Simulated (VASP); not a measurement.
# Ti3C in VASP: a series of runs

Ti3C is run at these levels: PBEsol; tasks: single point.

Program: VASP 6.6.1. These are calculated values, not measurements. Logs are shortened: lines on timing, memory, paths and dates and some standing lists are left out, and cuts for length are marked.

### Step 1. The cell of the first run

The cell holds a slab with vacuum, 4 atoms: a = 2.780 Å, b = 2.780 Å, c = 19.776 Å, α = 90.00°, β = 90.00°, γ = 109.47°.

### Step 2. Single point, PBEsol

INCAR reads:

```
  PREC = Accurate
  ENCUT = 520
  EDIFF = 1E-6
  ISMEAR = 0
  SIGMA = 0.1
  LREAL = False
  LASPH = True
  NELM = 60
  ALGO = Normal
  ISIF = 2
  LWAVE = False
  LCHARG = False
  LDIPOL = True
  IDIPOL = 3
  DIPOL = 0.5 0.5 0.357
  GGA = PS
  NBANDS = 28
```

KPOINTS reads:

```
regular mesh
0
Gamma
  10 10 1
```

POSCAR reads:

```
Ti3C
1.0
    2.7797925781      0.0000000000      0.0000000000
   -0.9265975260      2.6208135764      0.0000000000
    0.0000000000      0.0000000000     19.7756614792
Ti C
3 1
Direct
    0.5000000000      0.5000000000      0.2022688346
    0.0000000000      0.0000000000      0.3106574497
    0.5000000000      0.5000000000      0.4184771006
    0.5000000000      0.8333333333      0.4965267300
```

Potentials or basis: VASP PAW PBE potentials, release 64 (Ti_sv, C).

Launch:

```bash
$ cat potpaw_PBE.64/Ti_sv/POTCAR potpaw_PBE.64/C/POTCAR > POTCAR
$ mpirun -np 1 vasp_std > vasp.out
```

OUTCAR:

```text
PREC = Accurate
   ENCUT = 520
   EDIFF = 1E-6
   ISMEAR = 0
   LREAL = False
   LASPH = True
   NELM = 60
   ISIF = 2
   GGA = PS

 ion  position               nearest neighbor table
   1  0.500  0.500  0.202-   2 2.68   2 2.68
   2  0.000  0.000  0.311-   3 2.67   3 2.67   1 2.68   1 2.68
   3  0.500  0.500  0.418-   4 1.80   4 2.41   2 2.67   2 2.67
   4  0.500  0.833  0.497-   3 1.80   3 2.41

  LATTYP: Found a base centered orthorhombic cell.
 ALAT       =     3.2098279866
 B/A-ratio  =     1.4142135623
 C/A-ratio  =     6.1609723518

  Lattice vectors:

 A1 = (   2.7797925781,   0.0000000000,   0.0000000000)
 A2 = (  -0.9265975260,   2.6208135764,   0.0000000000)
 A3 = (   0.0000000000,   0.0000000000,  19.7756614792)

Analysis of symmetry for initial positions (statically):
=====================================================================
 Subroutine PRICEL returns:
 Original cell was already a primitive cell.

 Routine SETGRP: Setting up the symmetry group for a
 base centered orthorhombic supercell.

 Subroutine GETGRP returns: Found  1 space group operations
 (whereof  1 operations were pure point group operations)
 out of a pool of  8 trial point group operations.

The static configuration has the point symmetry C_1 .

Analysis of symmetry for dynamics (positions and initial velocities):
=====================================================================
 Subroutine PRICEL returns:
 Original cell was already a primitive cell.

 Routine SETGRP: Setting up the symmetry group for a
 base centered orthorhombic supercell.

 Subroutine GETGRP returns: Found  1 space group operations
 (whereof  1 operations were pure point group operations)
 out of a pool of  8 trial point group operations.

The dynamic configuration has the point symmetry C_1 .

 Subroutine INISYM returns: Found  1 space group operations
 (whereof  1 operations are pure point group operations),
 and found     1 'primitive' translations

----------------------------------------------------------------------------------------

                                     Primitive cell

  volume of cell :     144.0720

  direct lattice vectors                    reciprocal lattice vectors
     2.779792578  0.000000000  0.000000000     0.359739071  0.127186968  0.000000000
    -0.926597526  2.620813576  0.000000000     0.000000000  0.381560905  0.000000000
     0.000000000  0.000000000 19.775661479     0.000000000  0.000000000  0.050567209

  length of vectors
     2.779792578  2.779792578 19.775661479     0.381560905  0.381560905  0.050567209

  position of ions in fractional coordinates (direct lattice)
     0.500000000  0.500000000  0.202268835
     0.000000000  0.000000000  0.310657450
     0.500000000  0.500000000  0.418477101
     0.500000000  0.833333333  0.496526730

  ion indices of the primitive-cell ions
   primitive index   ion index
                 1           1
                 2           2
                 3           3
                 4           4

----------------------------------------------------------------------------------------

 KPOINTS: regular mesh

Automatic generation of k-mesh.
 Grid dimensions read from file:
 generate k-points for:   10   10    1

 Generating k-lattice:

  Cartesian coordinates                     Fractional coordinates (reciprocal lattice)
     0.035973907  0.012718697  0.000000000     0.100000000  0.000000000  0.000000000
     0.000000000  0.038156090  0.000000000     0.000000000  0.100000000  0.000000000
     0.000000000  0.000000000  0.050567209     0.000000000  0.000000000  1.000000000

  Length of vectors
     0.038156090  0.038156090  0.050567209

  Shift w.r.t. Gamma in fractional coordinates (k-lattice)
     0.000000000  0.000000000  0.000000000

 Subroutine IBZKPT returns following result:
 ===========================================

 Found     52 irreducible k-points:

 Following reciprocal coordinates:
            Coordinates               Weight
  0.000000  0.000000  0.000000      1.000000
  0.100000  0.000000  0.000000      2.000000
  0.000000  0.100000  0.000000      2.000000
  0.200000  0.000000  0.000000      2.000000
  0.000000  0.200000  0.000000      2.000000
  0.300000  0.000000  0.000000      2.000000
[... 16 lines left out ...]
 -0.300000  0.100000  0.000000      2.000000
  0.100000 -0.300000  0.000000      2.000000
 [... further k-points ...]
   k-points           NKPTS =     52   k-points in BZ     NKDIM =     52   number of bands    NBANDS=     28
   number of dos      NEDOS =    301   number of ions     NIONS =      4
   total plane-waves  NPLWV =  86400
   dimension x,y,z NGX =    24 NGY =   24 NGZ =  150
   dimension x,y,z NGXF=    48 NGYF=   48 NGZF=  300
   ions per type =               3   1
   NGX,Y,Z   is equivalent  to a cutoff of  14.35, 14.35, 12.61 a.u.
   NGXF,Y,Z  is equivalent  to a cutoff of  28.71, 28.71, 25.22 a.u.
 SYSTEM =  unknown system
   PREC   = accura    normal or accurate (medium, high low for compatibility)
   ISTART =      0    job   : 0-new  1-cont  2-samecut
   ICHARG =      2    charge: 1-file 2-atom 10-const
   ISPIN  =      1    spin polarized calculation?
   LNONCOLLINEAR =      F non collinear calculations
   LSORBIT =      F    spin-orbit coupling
   LASPH  =      T    aspherical Exc in radial PAW
   ENCUT  =  520.0 eV  38.22 Ry    6.18 a.u.   5.17  5.17 36.77*2*pi/ulx,y,z
   NELM   =     60;   NELMIN=  2; NELMDL= -5     # of ELM steps
   EDIFF  = 0.1E-05   stopping-criterion for ELM
   LREAL  =      F    real-space projection
   EDIFFG = 0.1E-04   stopping-criterion for IOM
   NSW    =      0    number of steps for IOM
   IBRION =     -1    ionic relax: 0-MD 1-quasi-New 2-CG
   NFREE  =      0    steps in history (QN), initial steepest desc. (CG)
   ISIF   =      2    stress and relaxation
   ISYM   =      2    0-nonsym 1-usesym 2-fastsym
   POTIM  = 0.5000    time-step for ionic-motion
   TEBEG  =    0.0;   TEEND  =   0.0 temperature during run
   PSTRESS=    0.0 pullay stress
   NELECT =      40.0000    total number of electrons
   NUPDOWN=      -1.0000    fix difference up-down
   EMIN   =  10.00;   EMAX   =-10.00  energy-range for DOS
   EFERMI =   0.00;   METHOD = LEGACY
   ISMEAR =     0;   SIGMA  =   0.10  broadening in eV -4-tet -1-fermi 0-gaus
   EFERMI_NEDOS =   21; number of points for ismear=-14 and -15
   IALGO  =     38    algorithm
   IMIX   =      4    mixing-type and parameters
     AMIX     =   0.40;   BMIX     =  1.00
     AMIX_MAG =   1.60;   BMIX_MAG =  1.00
  volume/ion in A,a.u.               =      36.02       243.06
  Fermi-wavevector in a.u.,A,eV,Ry     =   1.067993  2.018214 15.518922  1.140609
  Thomas-Fermi vector in A             =   2.203627
   LORBIT       =      0    0 simple, 1 ext, 2 COOP (PROOUT), +10 PAW based schemes
   GGA     = PS    functional components
   LHFCALC =     F    Hartree Fock is set to
   AEXX    =    0.0000 exact exchange contribution
   IVDW    =     0    specifies the selected vdW correction
   LEPSILON=     F    determine dielectric tensor
   LRPA    =     F    only Hartree local field effects (RPA)
 non-spin polarized calculation
 Gauss-broadening in eV      SIGMA  =   0.10
  energy-cutoff  :      520.00
  volume of cell :      144.07
 maximum number of plane-waves:      3916
 NGX is ok and might be reduce to    24
   NGX = 11   NGY = 11   NGZ = 73

 dipolmoment           0.000000      0.000000     -0.036413 electrons x Angstroem

 number of electron      40.0000007 magnetization

 dipolmoment           0.000000      0.000000      0.088340 electrons x Angstroem

 Free energy of the ion-electron system (eV)
  ---------------------------------------------------
  ext. energy  EPLUGINS =         0.00000000
  ---------------------------------------------------
  free energy    TOTEN  =       -29.24853891 eV

  energy without entropy =      -29.21252583  energy(sigma->0) =      -29.23053237

 E-fermi :  -0.1673     XC(G=0):  -5.6027

 val. band max:       -0.1683569058   @ k =   0.4000   0.0000   0.0000
 cond. band min:      -0.1644637935   @ k =   0.4000   0.4000   0.0000
 fundamental gap:      0.0038931123
 Fermi energy:        -0.1672581226

 k-point     1 :       0.0000    0.0000    0.0000
  band No.  band energies     occupation
      1     -56.5142      2.00000
      2     -56.1368      2.00000
      3     -55.8144      2.00000
      4     -33.0527      2.00000
      5     -32.6080      2.00000
      6     -32.5870      2.00000
[... 20 lines left out ...]
     27       2.4855      0.00000
     28       2.6768      0.00000

 k-point     2 :       0.1000    0.0000    0.0000
  band No.  band energies     occupation
      1     -56.5056      2.00000
      2     -56.1286      2.00000
      3     -55.8076      2.00000
      4     -33.0385      2.00000
      5     -32.6740      2.00000
      6     -32.5577      2.00000
[... 20 lines left out ...]
     27       2.4077      0.00000
     28       2.7054      0.00000

 k-point     3 :       0.0000    0.1000    0.0000
  band No.  band energies     occupation
      1     -56.5056      2.00000
      2     -56.1286      2.00000
      3     -55.8074      2.00000
      4     -33.0384      2.00000
      5     -32.6698      2.00000
      6     -32.5550      2.00000
[... 20 lines left out ...]
     27       2.4278      0.00000
     28       2.6194      0.00000

 k-point     4 :       0.2000    0.0000    0.0000
  band No.  band energies     occupation
      1     -56.4828      2.00000
      2     -56.1073      2.00000
      3     -55.7899      2.00000
      4     -33.0060      2.00000
      5     -32.8028      2.00000
      6     -32.5901      2.00000
[... 578 lines left out ...]
     27       2.7379      0.00000
     28       3.0979      0.00000

 k-point    23 :      -0.3000    0.1000    0.0000
  band No.  band energies     occupation
      1     -56.4538      2.00000
      2     -56.0787      2.00000
      3     -55.7625      2.00000
      4     -32.9901      2.00000
      5     -32.9132      2.00000
      6     -32.6575      2.00000
[... 20 lines left out ...]
     27       2.5285      0.00000
     28       2.8478      0.00000

 k-point    24 :       0.1000   -0.3000    0.0000
  band No.  band energies     occupation
      1     -56.4538      2.00000
      2     -56.0787      2.00000
      3     -55.7612      2.00000
      4     -32.9854      2.00000
      5     -32.9038      2.00000
      6     -32.6583      2.00000
[... 20 lines left out ...]
     27       2.5026      0.00000
     28       2.6595      0.00000

 [... further k-points ...]

------------------------ aborting loop because EDIFF is reached ----------------------------------------

 vacuum level on the upper side and lower side of the slab       (xc-potential included)         0.905        -1.265

  FORCE on cell =-STRESS in cart. coord.  units (eV):
  Direction    XX          YY          ZZ          XY          YZ          ZX
  --------------------------------------------------------------------------------------
  -------------------------------------------------------------------------------------
  Total        0.0958078     -0.2106008      1.4903484     -0.3856313      2.3414236     -1.1022411
  in kB        1.0654471     -2.3420230     16.5736766     -4.2884791     26.0382048    -12.2576615
  external PRESSURE =       5.0990336 kB  Pullay stress =       0.0000000 kB

 VOLUME and BASIS-vectors are now :
 -----------------------------------------------------------------------------
  energy-cutoff  :      520.00
  volume of cell :      144.07
      direct lattice vectors                 reciprocal lattice vectors
     2.779792578  0.000000000  0.000000000     0.359739071  0.127186968  0.000000000
    -0.926597526  2.620813576  0.000000000     0.000000000  0.381560905  0.000000000
     0.000000000  0.000000000 19.775661479     0.000000000  0.000000000  0.050567209

 POSITION                                       TOTAL-FORCE (eV/Angst)
 -----------------------------------------------------------------------------------
      0.92660      1.31041      4.00000        -0.100519     -0.029746      0.086907
      0.00000      0.00000      6.14346         0.143281      0.336880     -0.842270
      0.92660      1.31041      8.27566         0.751866     -2.207166      0.700048
      0.61773      2.18401      9.81914        -0.794628      1.900032      0.055314
 -----------------------------------------------------------------------------------
    total drift:                                0.000009     -0.000015     -0.000494

  FREE ENERGIE OF THE ION-ELECTRON SYSTEM (eV)
  ---------------------------------------------------
  free  energy   TOTEN  =       -29.2485389094 eV

  energy  without entropy=      -29.2125258271  energy(sigma->0) =      -29.23053237

 vacuum level on the upper side and lower side of the slab         6.318         4.064
```

It took 2.9 min on 1 thread of Intel Xeon 6975P-C (Granite Rapids), shared host; peak memory 0.37 GiB.

Results:

```yaml
Free_energy: -29.2485 eV
Largest_force: 2.435 eV/Å
Band_gap_on_the_k_mesh: zero (band 20 reaches 0.08 eV, above the bottom of band 21 at -0.36 eV)
```

Forces in eV/Å, atoms in the order of the input:
```
Ti  -0.101 -0.030  0.087
Ti   0.143  0.337 -0.842
Ti   0.752 -2.207  0.700
C   -0.795  1.900  0.055
```

Caveat: the PAW data sets were made with another functional, which shifts forces and pressure a little.

(Part 1 of 2 ends here.)
